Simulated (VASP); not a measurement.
# ZnSe3 (Pm-3m) in VASP: a series of runs

ZnSe3 is run at these levels: PBE; tasks: single point, relaxation of cell and atoms.

All numbers are computed with VASP 6.6.1; they aren't measurements. Logs are shortened: lines on timing, memory, paths and dates and some standing lists are left out, and cuts for length are marked.

## 1. The cell of the first run

The structure is cubic, space group Pm-3m (No. 221). Conventional cell: a = 4.321 Å, b = 4.321 Å, c = 4.321 Å, α = 90.00°, β = 90.00°, γ = 90.00°. Within 4.0 Å of Zn (site symmetry m-3m) lie 12 Se at 3.06 Å. Within 4.0 Å of Se (site symmetry 4/mmm) lie 4 Zn at 3.06 Å and 8 Se at 3.06 Å.

The cell was built from a structure type or drawn by symmetry, and may not be a known phase.

## 2. Single point, PBE

File INCAR:

```
PREC = Accurate
ENCUT = 500
EDIFF = 1E-6
ISMEAR = 0
SIGMA = 0.1
LREAL = False
LASPH = True
NELM = 120
ALGO = Normal
ISIF = 2
LWAVE = False
LCHARG = False
GGA = PE
NBANDS = 23
GGA_COMPAT = False
```

File KPOINTS:

```
Automatic mesh
0
Gamma
  4 4 4
```

File POSCAR:

```
ZnSe3
1.0
    4.3209656910      0.0000000000      0.0000000000
    0.0000000000      4.3209656910      0.0000000000
    0.0000000000      0.0000000000      4.3209656910
Zn Se
1 3
Direct
    0.0000000000      0.0000000000      0.0000000000
    0.5000000000      0.0000000000      0.5000000000
    0.0000000000      0.5000000000      0.5000000000
    0.5000000000      0.5000000000      0.0000000000
```

Potentials or basis: VASP PAW PBE potentials, release 64 (Zn, Se).

On the command line:

```bash
$ cat potpaw_PBE.64/Zn/POTCAR potpaw_PBE.64/Se/POTCAR > POTCAR
$ mpirun -np 1 vasp_std > vasp.out
```

OUTCAR:

```text
PREC = Accurate
   ENCUT = 500
   EDIFF = 1E-6
   ISMEAR = 0
   LREAL = False
   LASPH = True
   NELM = 120
   ISIF = 2
   GGA = PE

 ion  position               nearest neighbor table
   1  0.000  0.000  0.000-
   2  0.500  0.000  0.500-
   3  0.000  0.500  0.500-
   4  0.500  0.500  0.000-

  LATTYP: Found a simple cubic cell.
 ALAT       =     4.3209656910

  Lattice vectors:

 A1 = (   4.3209656910,   0.0000000000,   0.0000000000)
 A2 = (   0.0000000000,   4.3209656910,   0.0000000000)
 A3 = (   0.0000000000,   0.0000000000,   4.3209656910)

Analysis of symmetry for initial positions (statically):
=====================================================================
 Subroutine PRICEL returns:
 Original cell was already a primitive cell.

 Routine SETGRP: Setting up the symmetry group for a
 simple cubic supercell.

 Subroutine GETGRP returns: Found 48 space group operations
 (whereof 48 operations were pure point group operations)
 out of a pool of 48 trial point group operations.

The static configuration has the point symmetry O_h .

Analysis of symmetry for dynamics (positions and initial velocities):
=====================================================================
 Subroutine PRICEL returns:
 Original cell was already a primitive cell.

 Routine SETGRP: Setting up the symmetry group for a
 simple cubic supercell.

 Subroutine GETGRP returns: Found 48 space group operations
 (whereof 48 operations were pure point group operations)
 out of a pool of 48 trial point group operations.

The dynamic configuration has the point symmetry O_h .

 Subroutine INISYM returns: Found 48 space group operations
 (whereof 48 operations are pure point group operations),
 and found     1 'primitive' translations

----------------------------------------------------------------------------------------

                                     Primitive cell

  volume of cell :      80.6756

  direct lattice vectors                    reciprocal lattice vectors
[... 68 lines left out ...]
   ISTART =      0    job   : 0-new  1-cont  2-samecut
   ICHARG =      2    charge: 1-file 2-atom 10-const
   ISPIN  =      1    spin polarized calculation?
   LNONCOLLINEAR =      F non collinear calculations
   LSORBIT =      F    spin-orbit coupling
   LASPH  =      T    aspherical Exc in radial PAW
   ENCUT  =  500.0 eV  36.75 Ry    6.06 a.u.   7.88  7.88  7.88*2*pi/ulx,y,z
   NELM   =    120;   NELMIN=  2; NELMDL= -5     # of ELM steps
   EDIFF  = 0.1E-05   stopping-criterion for ELM
   LREAL  =      F    real-space projection
   EDIFFG = 0.1E-04   stopping-criterion for IOM
   NSW    =      0    number of steps for IOM
   IBRION =     -1    ionic relax: 0-MD 1-quasi-New 2-CG
   NFREE  =      0    steps in history (QN), initial steepest desc. (CG)
   ISIF   =      2    stress and relaxation
   ISYM   =      2    0-nonsym 1-usesym 2-fastsym
   POTIM  = 0.5000    time-step for ionic-motion
   TEBEG  =    0.0;   TEEND  =   0.0 temperature during run
   PSTRESS=    0.0 pullay stress
   NELECT =      30.0000    total number of electrons
   NUPDOWN=      -1.0000    fix difference up-down
   EMIN   =  10.00;   EMAX   =-10.00  energy-range for DOS
   EFERMI =   0.00;   METHOD = LEGACY
   ISMEAR =     0;   SIGMA  =   0.10  broadening in eV -4-tet -1-fermi 0-gaus
   EFERMI_NEDOS =   21; number of points for ismear=-14 and -15
   IALGO  =     38    algorithm
   IMIX   =      4    mixing-type and parameters
     AMIX     =   0.40;   BMIX     =  1.00
     AMIX_MAG =   1.60;   BMIX_MAG =  1.00
  volume/ion in A,a.u.               =      20.17       136.11
  Fermi-wavevector in a.u.,A,eV,Ry     =   1.177247  2.224675 18.856472  1.385912
  Thomas-Fermi vector in A             =   2.313597
   LORBIT       =      0    0 simple, 1 ext, 2 COOP (PROOUT), +10 PAW based schemes
   GGA     = PE    functional components
   LHFCALC =     F    Hartree Fock is set to
   AEXX    =    0.0000 exact exchange contribution
   IVDW    =     0    specifies the selected vdW correction
   LEPSILON=     F    determine dielectric tensor
   LRPA    =     F    only Hartree local field effects (RPA)
 non-spin polarized calculation
 Gauss-broadening in eV      SIGMA  =   0.10
  energy-cutoff  :      500.00
  volume of cell :       80.68
 maximum number of plane-waves:      2103
 NGX is ok and might be reduce to    32
   NGX = 15   NGY = 15   NGZ = 15

 number of electron      30.0000020 magnetization

 Free energy of the ion-electron system (eV)
  ---------------------------------------------------
  ext. energy  EPLUGINS =         0.00000000
  ---------------------------------------------------
  free energy    TOTEN  =        -9.58374356 eV

  energy without entropy =       -9.57053253  energy(sigma->0) =       -9.57713805

 E-fermi :   4.7136     XC(G=0): -10.4984

 val. band max:        4.5295949143   @ k =   0.5000   0.2500   0.2500
 cond. band min:       4.7627659547   @ k =   0.2500   0.2500   0.2500
 fundamental gap:      0.2331710404
 Fermi energy:         4.7136140883

 k-point     1 :       0.0000    0.0000    0.0000
  band No.  band energies     occupation
      1     -10.9810      2.00000
      2      -7.1559      2.00000
      3      -7.1559      2.00000
      4      -2.0924      2.00000
      5      -2.0924      2.00000
      6      -2.0924      2.00000
[... 249 lines left out ...]
     22      13.5620      0.00000
     23      13.5620      0.00000

------------------------ aborting loop because EDIFF is reached ----------------------------------------

  FORCE on cell =-STRESS in cart. coord.  units (eV):
  Direction    XX          YY          ZZ          XY          YZ          ZX
  --------------------------------------------------------------------------------------
  -------------------------------------------------------------------------------------
  Total        0.1657923      0.1657923      0.1657923      0.0000000      0.0000000      0.0000000
  in kB        3.2925507      3.2925507      3.2925507      0.0000000      0.0000000      0.0000000
  external PRESSURE =       3.2925507 kB  Pullay stress =       0.0000000 kB

 VOLUME and BASIS-vectors are now :
 -----------------------------------------------------------------------------
  energy-cutoff  :      500.00
  volume of cell :       80.68
      direct lattice vectors                 reciprocal lattice vectors
     4.320965691  0.000000000  0.000000000     0.231429748  0.000000000  0.000000000
     0.000000000  4.320965691  0.000000000     0.000000000  0.231429748  0.000000000
     0.000000000  0.000000000  4.320965691     0.000000000  0.000000000  0.231429748

 POSITION                                       TOTAL-FORCE (eV/Angst)
 -----------------------------------------------------------------------------------
      0.00000      0.00000      0.00000         0.000000      0.000000      0.000000
      2.16048      0.00000      2.16048         0.000000      0.000000      0.000000
      0.00000      2.16048      2.16048         0.000000      0.000000      0.000000
      2.16048      2.16048      0.00000         0.000000      0.000000      0.000000
 -----------------------------------------------------------------------------------
    total drift:                                0.000000     -0.000000     -0.000000

  FREE ENERGIE OF THE ION-ELECTRON SYSTEM (eV)
  ---------------------------------------------------
  free  energy   TOTEN  =        -9.5837435592 eV

  energy  without entropy=       -9.5705325320  energy(sigma->0) =       -9.57713805
```

Run time: 23 s. Hardware: 1 thread of Intel Xeon 8259CL, shared host; peak memory 0.18 GiB.

Results:

* Free energy: -9.5837 eV
* Pressure: 0.3 GPa
* Band gap on the k mesh: zero (bands 15 and 16 overlap by 1.95 eV)

Levels at points of the mesh, in eV from the Fermi level:
```tsv
k point	band 12	band 13	band 14	band 15	band 16	band 17	band 18	band 19
(0.00, 0.00, 0.00)	-2.08	-1.02	-1.02	-1.02	0.86	0.86	0.86	5.73
(0.50, 0.00, 0.00)	-2.95	-2.95	-2.17	-2.05	0.56	0.56	2.24	2.98
(0.50, 0.50, 0.00)	-2.92	-2.68	-2.24	-2.24	0.91	1.35	1.56	2.87
(0.50, 0.50, 0.50)	-5.96	-2.88	1.50	1.50	1.60	1.60	1.60	8.45
```

Caveat: the k points lie up to 0.36 Å⁻¹ apart, too coarse for converged energies and pressures of a metal.

## 3. Single point, PBE

This run uses another cell than the first one, of 23.85 Å³/atom.

File INCAR:

```
SYSTEM = ZnSe3
ALGO = Normal
EDIFF = 1E-6
ENCUT = 500
GGA = PE
GGA_COMPAT = .False.
ISIF = 2
ISMEAR = 0
LASPH = .True.
LCHARG = .False.
LREAL = .False.
LWAVE = .False.
NBANDS = 23
NELM = 120
PREC = Accurate
SIGMA = 0.1
```

File KPOINTS:

```
k-points
0
Gamma
  4 4 4
  0 0 0
```

File POSCAR:

```
ZnSe3
1.0
    4.5691870700      0.0000000000      0.0000000000
    0.0000000000      4.5691870700      0.0000000000
    0.0000000000      0.0000000000      4.5691870700
Zn Se
1 3
Direct
    0.0000000000      0.0000000000      0.0000000000
    0.5000000000      0.0000000000      0.5000000000
    0.0000000000      0.5000000000      0.5000000000
    0.5000000000      0.5000000000      0.0000000000
```

Potentials or basis: VASP PAW PBE potentials, release 64 (Zn, Se).

On the command line:

```bash
$ cat potpaw_PBE.64/Zn/POTCAR potpaw_PBE.64/Se/POTCAR > POTCAR
$ mpirun -np 1 vasp_std > vasp.out
```

OUTCAR:

```text
SYSTEM = ZnSe3
   EDIFF = 1E-6
   ENCUT = 500
   GGA = PE
   ISIF = 2
   ISMEAR = 0
   LASPH = .True.
   LREAL = .False.
   NELM = 120
   PREC = Accurate

 ion  position               nearest neighbor table
   1  0.000  0.000  0.000-
   2  0.500  0.000  0.500-
   3  0.000  0.500  0.500-
   4  0.500  0.500  0.000-

[... 440 lines left out ...]
------------------------ aborting loop because EDIFF is reached ----------------------------------------

  FORCE on cell =-STRESS in cart. coord.  units (eV):
  Direction    XX          YY          ZZ          XY          YZ          ZX
  --------------------------------------------------------------------------------------
  -------------------------------------------------------------------------------------
  Total       -4.0816908     -4.0816908     -4.0816908      0.0000000      0.0000000      0.0000000
  in kB      -68.5541686    -68.5541686    -68.5541686      0.0000000      0.0000000      0.0000000
  external PRESSURE =     -68.5541686 kB  Pullay stress =       0.0000000 kB

 VOLUME and BASIS-vectors are now :
 -----------------------------------------------------------------------------
  energy-cutoff  :      500.00
  volume of cell :       95.39
      direct lattice vectors                 reciprocal lattice vectors
     4.569187070  0.000000000  0.000000000     0.218857312  0.000000000  0.000000000
     0.000000000  4.569187070  0.000000000     0.000000000  0.218857312  0.000000000
     0.000000000  0.000000000  4.569187070     0.000000000  0.000000000  0.218857312

 POSITION                                       TOTAL-FORCE (eV/Angst)
 -----------------------------------------------------------------------------------
      0.00000      0.00000      0.00000         0.000000      0.000000      0.000000
      2.28459      0.00000      2.28459         0.000000      0.000000      0.000000
      0.00000      2.28459      2.28459         0.000000      0.000000      0.000000
      2.28459      2.28459      0.00000         0.000000      0.000000      0.000000
 -----------------------------------------------------------------------------------
    total drift:                                0.000000      0.000000      0.000000

  FREE ENERGIE OF THE ION-ELECTRON SYSTEM (eV)
  ---------------------------------------------------
  free  energy   TOTEN  =        -9.2253641506 eV

  energy  without entropy=       -9.2010992450  energy(sigma->0) =       -9.21323170
```

stdout:

```text
POSCAR found type information on POSCAR ZnSe
 POSCAR found :  2 types and       4 ions
 scaLAPACK will be used
 LDA part: xc-table for (Slater+PW92), standard interpolation
 POSCAR, INCAR and KPOINTS ok, starting setup
 FFT: planning ... GRIDC
 FFT: planning ... GRID_SOFT
 FFT: planning ... GRID
 WAVECAR not read
 entering main loop
```

Wall time 34 s (1 thread of Intel Xeon 8259CL, shared host); peak memory 0.21 GiB.

What came out:

```yaml
Free_energy: -9.2254 eV
Pressure: -6.9 GPa
Band_gap_on_the_k_mesh: zero (bands 15 and 16 overlap by 1.37 eV)
```

Caveat: the cell stands under tension.

(Continued in part 2 of 2.)
